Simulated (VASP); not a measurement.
# SnO (C2/m) in VASP: a series of runs, part 2 of 2

VASP 6.6.1. Earlier steps stand in the parts before.

### Step 4. Single point, LDA (equal xy, yz and zx shear strains of +1 %)

Contents of INCAR:

```
PREC     = Accurate       # precision mode
ENCUT    = 520            # plane-wave cutoff, eV
EDIFF    = 1E-6           # SCF threshold, eV
ISMEAR   = -1             # smearing method
SIGMA    = 0.02           # smearing width, eV
LREAL    = False          # projectors in reciprocal space
LASPH    = True           # aspherical terms in the spheres
NELM     = 60             # most SCF steps
ALGO     = Normal         # electronic algorithm
ISIF     = 2              # what is computed and relaxed
LWAVE    = False          # write WAVECAR
LCHARG   = False          # write CHGCAR
NBANDS   = 28             # bands
```

Contents of KPOINTS:

```
Automatic mesh
0
Gamma
  6 6 5
```

Contents of POSCAR:

```
SnO
1.0
    3.8020000000      0.0190100000      0.0190100000
    0.0190100000      3.8020000000      0.0190100000
    0.0241800000      0.0241800000      4.8360000000
Sn O
2 2
Direct
    0.0000000000      0.5000000000      0.2385000000
    0.5000000000      0.0000000000      0.7615000000
    0.0000000000      0.0000000000      0.0000000000
    0.5000000000      0.5000000000      0.0000000000
```

Potentials or basis: VASP PAW LDA potentials, release 64 (Sn_d, O).

Started as:

```bash
> cat potpaw_LDA.64/Sn_d/POTCAR potpaw_LDA.64/O/POTCAR > POTCAR
> mpirun -np 1 vasp_std > vasp.out
```

OUTCAR:

```text
PREC = Accurate
   ENCUT = 520
   EDIFF = 1E-6
   ISMEAR = -1
   LREAL = False
   LASPH = True
   NELM = 60
   ISIF = 2

 ion  position               nearest neighbor table
   1  0.000  0.500  0.239-   3 2.21   4 2.21   3 2.23   4 2.23   2 3.53   2 3.53   2 3.53   2 3.58
                             2 3.67   2 3.68   2 3.68   2 3.73
   2  0.500  0.000  0.761-   4 2.21   3 2.21   3 2.23   4 2.23   1 3.53   1 3.53   1 3.53   1 3.58
                             1 3.67   1 3.68   1 3.68   1 3.73
   3  0.000  0.000  0.000-   2 2.21   1 2.21   1 2.23   2 2.23
   4  0.500  0.500  0.000-   2 2.21   1 2.21   2 2.23   1 2.23

  LATTYP: Found a base centered monoclinic cell.
 ALAT       =     5.4038579145
 B/A-ratio  =     0.9900252466
 C/A-ratio  =     0.8949385744
 COS(beta)  =    -0.0141062544

  Lattice vectors:

 A1 = (  -3.8020000000,  -0.0190100000,  -0.0190100000)
 A2 = (  -0.0190100000,  -3.8020000000,  -0.0190100000)
 A3 = (   0.0241800000,   0.0241800000,   4.8360000000)

Analysis of symmetry for initial positions (statically):
=====================================================================
 Subroutine PRICEL returns:
 Original cell was already a primitive cell.

 Routine SETGRP: Setting up the symmetry group for a
 base centered monoclinic supercell.

 Subroutine GETGRP returns: Found  4 space group operations
 (whereof  2 operations were pure point group operations)
 out of a pool of  4 trial point group operations.

The static configuration has the point symmetry C_2 .
 The point group associated with its full space group is C_2h.

Analysis of symmetry for dynamics (positions and initial velocities):
=====================================================================
 Subroutine PRICEL returns:
 Original cell was already a primitive cell.

 Routine SETGRP: Setting up the symmetry group for a
 base centered monoclinic supercell.

[... 120 lines left out ...]
   NELECT =      40.0000    total number of electrons
   NUPDOWN=      -1.0000    fix difference up-down
   EMIN   =  10.00;   EMAX   =-10.00  energy-range for DOS
   EFERMI =   0.00;   METHOD = LEGACY
   ISMEAR =    -1;   SIGMA  =   0.02  broadening in eV -4-tet -1-fermi 0-gaus
   EFERMI_NEDOS =   21; number of points for ismear=-14 and -15
   IALGO  =     38    algorithm
   IMIX   =      4    mixing-type and parameters
     AMIX     =   0.40;   BMIX     =  1.00
     AMIX_MAG =   1.60;   BMIX_MAG =  1.00
  volume/ion in A,a.u.               =      17.48       117.93
  Fermi-wavevector in a.u.,A,eV,Ry     =   1.359154  2.568429 25.134053  1.847301
  Thomas-Fermi vector in A             =   2.485927
   LORBIT       =      0    0 simple, 1 ext, 2 COOP (PROOUT), +10 PAW based schemes
   GGA     = CA    functional components
   LHFCALC =     F    Hartree Fock is set to
   AEXX    =    0.0000 exact exchange contribution
   IVDW    =     0    specifies the selected vdW correction
   LEPSILON=     F    determine dielectric tensor
   LRPA    =     F    only Hartree local field effects (RPA)
 non-spin polarized calculation
  energy-cutoff  :      520.00
  volume of cell :       69.90
 maximum number of plane-waves:      1902
   NGX = 15   NGY = 15   NGZ = 17

 number of electron      39.9999992 magnetization

 Free energy of the ion-electron system (eV)
  ---------------------------------------------------
  ext. energy  EPLUGINS =         0.00000000
  ---------------------------------------------------
  free energy    TOTEN  =       -25.70511033 eV

  energy without entropy =      -25.70486458  energy(sigma->0) =      -25.70498745

 E-fermi :   6.8850     XC(G=0): -10.6786

 val. band max:        6.8467752830   @ k =   0.0000   0.0000   0.0000
 cond. band min:       6.9261810175   @ k =   0.5000   0.5000  -0.0000
 fundamental gap:      0.0794057345
 Fermi energy:         6.8849736088

 k-point     1 :       0.0000    0.0000    0.0000
  band No.  band energies     occupation
      1     -14.9955      2.00000
      2     -14.5771      2.00000
      3     -14.5700      2.00000
      4     -14.5675      2.00000
      5     -14.5177      2.00000
      6     -14.5155      2.00000
[... 733 lines left out ...]
     27      15.0941      0.00000
     28      16.5897      0.00000

 [... further k-points ...]
[... 5 lines left out ...]
  --------------------------------------------------------------------------------------
  -------------------------------------------------------------------------------------
  Total       -1.1185353     -1.1185353     -1.0474517     -0.3622917     -0.2246716     -0.2246717
  in kB      -25.6378863    -25.6378863    -24.0085826     -8.3040673     -5.1496859     -5.1496872
  external PRESSURE =     -25.0947851 kB  Pullay stress =       0.0000000 kB

 VOLUME and BASIS-vectors are now :
 -----------------------------------------------------------------------------
  energy-cutoff  :      520.00
  volume of cell :       69.90
      direct lattice vectors                 reciprocal lattice vectors
     3.802000000  0.019010000  0.019010000     0.263032550 -0.001308620 -0.001308620
     0.019010000  3.802000000  0.019010000    -0.001308620  0.263032550 -0.001308620
     0.024180000  0.024180000  4.836000000    -0.001028820 -0.001028820  0.206792753

 POSITION                                       TOTAL-FORCE (eV/Angst)
 -----------------------------------------------------------------------------------
      0.01527      1.90677      1.16289        -0.055656     -0.055656     -0.146950
      1.91941      0.02792      3.69212         0.055656      0.055656      0.146950
      0.00000      0.00000      0.00000        -0.031738      0.031738     -0.000000
      1.91051      1.91051      0.01901         0.031738     -0.031738     -0.000000
 -----------------------------------------------------------------------------------
    total drift:                                0.000000      0.000000      0.000000

  FREE ENERGIE OF THE ION-ELECTRON SYSTEM (eV)
  ---------------------------------------------------
  free  energy   TOTEN  =       -25.7051103309 eV

  energy  without entropy=      -25.7048645783  energy(sigma->0) =      -25.70498745
```

Wall time 67 s (1 thread of Intel Xeon Platinum 8488C (Sapphire Rapids), shared host); peak memory 0.2 GiB.

What came out:

* Free energy: -25.7051 eV
* Pressure: -2.5 GPa
* Largest force: 0.167 eV/Å
* Band gap on the k mesh: 0.08 eV (least direct gap 1.93 eV)

Forces in eV/Å, atoms in the order of the input:
```
Sn  -0.056 -0.056 -0.147
Sn   0.056  0.056  0.147
O   -0.032  0.032  0.000
O    0.032 -0.032  0.000
```

Stress tensor (GPa, compression positive):
```
-2.56 -0.83 -0.51
-0.83 -2.56 -0.51
-0.51 -0.51 -2.40
```

Levels at points of the mesh, in eV from the valence-band top:
```
           k point  band 17  band 18  band 19  band 20  band 21  band 22  band 23  band 24
(0.00, 0.00, 0.00)    -3.45    -3.21    -3.07     0.00     2.09     4.26     4.66     4.72
(0.50, 0.00, 0.00)    -4.85    -4.83    -2.71    -2.66     3.11     3.21     5.82     5.90
(0.50, 0.50, 0.00)    -2.51    -2.42    -1.89    -1.85     0.08     0.10     4.37     4.44
```

Caveat: the cell differs from its parent crystal (equal xy, yz and zx shear strains of +1 %); spin-orbit coupling is left out, which moves the levels of the heavy elements; an odd mesh through Γ misses points on the zone boundary, where band edges can lie.

### Step 5. Summary

| cell | gap on the mesh (eV) | pressure (GPa) | largest force (eV/Å) |
| --- | --- | --- | --- |
| a = 3.802, b = 3.802, c = 4.836 Å, angles 91.1°, 4 atoms | 0.06 | -2.4 | 0.21 |
| a = 3.802, b = 3.802, c = 4.836 Å, angles 90.6°, 4 atoms | 0.08 | -2.5 | 0.17 |
| a = 3.802, b = 3.802, c = 4.836 Å, angles 89.4°, 4 atoms | 0.08 | -2.5 | 0.17 |

Alike in all rows: task single point; level LDA; potentials or basis VASP PAW LDA potentials, release 64 (Sn_d, O); no spin polarisation; k mesh 6 × 6 × 5; cutoff (eV) 520; smearing fermi-dirac 0.02 eV.

Caveats: spin-orbit coupling is left out, which moves the levels of the heavy elements; an odd mesh through Γ misses points on the zone boundary, where band edges can lie.

Total energies depend on the potentials used, so only differences within one code and one set of settings carry meaning.
